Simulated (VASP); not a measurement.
Set up this calculation in VASP 6.6.1, as the native input.

```yaml
Task: single point
Functional: PBEsol
Potentials_or_basis: VASP PAW PBE potentials, release 64 (Ga_d)
Cutoff: 520 eV
k_mesh: 10 × 8 × 7
Occupations: fermi-dirac, width 0.05 eV
Spin: no spin polarisation
Dipole_correction: no
Further_INCAR_settings: ALGO = Fast; EDIFF = 1e-06; NBANDS = 20
```

The structure of Ga lies in POSCAR:

```
Ga
1.0
    2.7784220849      0.0000000000      0.0000000000
    0.0000000000      3.2816087900      0.0000000000
   -1.3434310986      0.0000000000      3.9902731763
Ga
2
Direct
    0.1345962700      0.7500000000      0.7701668300
    0.8654037300      0.2500000000      0.2298331700
```

These files were run (other wordings do the same):

INCAR

```
SYSTEM = Ga
PREC     = Accurate       ! precision mode
ENCUT    = 520            ! plane-wave cutoff, eV
EDIFF    = 1E-6           ! SCF threshold, eV
ISMEAR   = -1             ! smearing method
SIGMA    = 0.05           ! smearing width, eV
LREAL    = .FALSE.        ! projectors in reciprocal space
LASPH    = .TRUE.         ! aspherical terms in the spheres
NELM     = 80             ! most SCF steps
ALGO     = Fast           ! electronic algorithm
ISIF     = 2              ! what is computed and relaxed
LWAVE    = .FALSE.        ! write WAVECAR
LCHARG   = .FALSE.        ! write CHGCAR
GGA      = PS             ! functional
NBANDS   = 20             ! bands
```

KPOINTS

```
Automatic mesh
0
G
  10 8 7
  0 0 0
```

Potentials or basis: VASP PAW PBE potentials, release 64 (Ga_d).

The run is started by

```sh
$ cat potpaw_PBE.64/Ga_d/POTCAR > POTCAR
$ mpirun -np 1 vasp_std > vasp.out
```

It gave:

The pressure is -0.6 GPa. The largest force is 0.071 eV/Å. The band gap on the k mesh is zero (band 13 reaches 9.87 eV, above the bottom of band 14 at 1.54 eV).

Caveat: the PAW data sets were made with another functional, which shifts forces and pressure a little.

Run time: 31 s on 1 thread of Intel(R) Xeon(R) 6975P-C (Granite Rapids) (shared host), peak memory 0.22 GiB.
